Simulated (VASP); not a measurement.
A run of VASP 6.6.1:

File INCAR:

```
ALGO = Normal
DIPOL = 0.5 0.5 0.336
EDIFF = 1E-7
ENCUT = 520
GGA = PE
IDIPOL = 3
ISIF = 2
ISMEAR = 0
IVDW = 12
LASPH = True
LCHARG = False
LDIPOL = True
LREAL = False
LWAVE = False
NBANDS = 40
NELM = 80
PREC = Accurate
SIGMA = 0.1
```

Contents of KPOINTS:

```
k-points
0
Gamma
  7 7 1
```

POSCAR

```
Ge4F
1.0
    4.0303587907      0.0000000000      0.0000000000
    0.0000000000      4.0303587907      0.0000000000
    0.0000000000      0.0000000000     21.6416627718
Ge F
4 1
Direct
    0.0000000000      0.5000000000      0.1848286817
    0.0000000000      0.0000000000      0.2506714513
    0.5000000000      0.0000000000      0.3196569899
    0.5000000000      0.5000000000      0.3854446333
    0.7500000000      0.6250000000      0.5379282957
```

Potentials or basis: VASP PAW PBE potentials, release 64 (Ge_d, F).

The run is started by

```console
$ cat potpaw_PBE.64/Ge_d/POTCAR potpaw_PBE.64/F/POTCAR > POTCAR
$ mpirun -np 1 vasp_std > vasp.out
```

Hardware: 1 thread of Intel(R) Xeon(R) 6975P-C (Granite Rapids) (shared host).

Question: How long does it take, and how much memory?

Answer: Run time: 6.2 min on 1 thread of Intel(R) Xeon(R) 6975P-C (Granite Rapids) (shared host), peak memory 0.54 GiB. Counts: scf iterations 31, k points 25.
